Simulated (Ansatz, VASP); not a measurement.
## Two plane-wave programs on P2Se2O

```xyz
5
Lattice="3.7028 0.0000 0.0000 0.0000 3.7028 0.0000 0.0000 0.0000 7.8241" Properties=species:S:1:pos:R:3 pbc="T T T"
P     1.8514    1.8514   -0.0191
P     0.0000    0.0000    7.3817
Se    1.8514    1.8514    2.2425
Se    0.0000    0.0000    2.7292
O     0.0000    0.0000    5.8832
```

Alike in both runs: functional PBE; dispersion D3(BJ); k mesh 4 × 4 × 4; occupations gaussian, width 0.1 eV; no spin polarisation.

Ansatz relaxed the structure, and its values are those at the end. VASP's run is a single point on that final structure, the one shown.

```csv
,VASP,Ansatz
version,VASP 6.6.1,Ansatz 0.2.0
potentials or method,"VASP PAW PBE potentials, release 64 (P, Se, O), cutoff 520 eV","scalar-relativistic, plane waves, PAW"
valence electrons in the cell,28,48
```

|  | VASP | Ansatz | Ansatz less VASP |
| --- | --- | --- | --- |
| gap on the k mesh at the Fermi level (eV) | 0.08 | 0.07 | -0.010 |
| least direct gap on the mesh (eV) | 0.59 | 0.59 | 0.000 |
| pressure (GPa) | 0.0 | 0.0 | +0.05 |
| rms of the force components (eV/Å) | 0.014 | 0.011 | -0.0038 |

VASP's potentials hold 28 valence electrons a cell and Ansatz's 48, so a difference there can come from the potentials and not from the codes.

The k mesh is coarse, so the values compare programs but aren't converged.
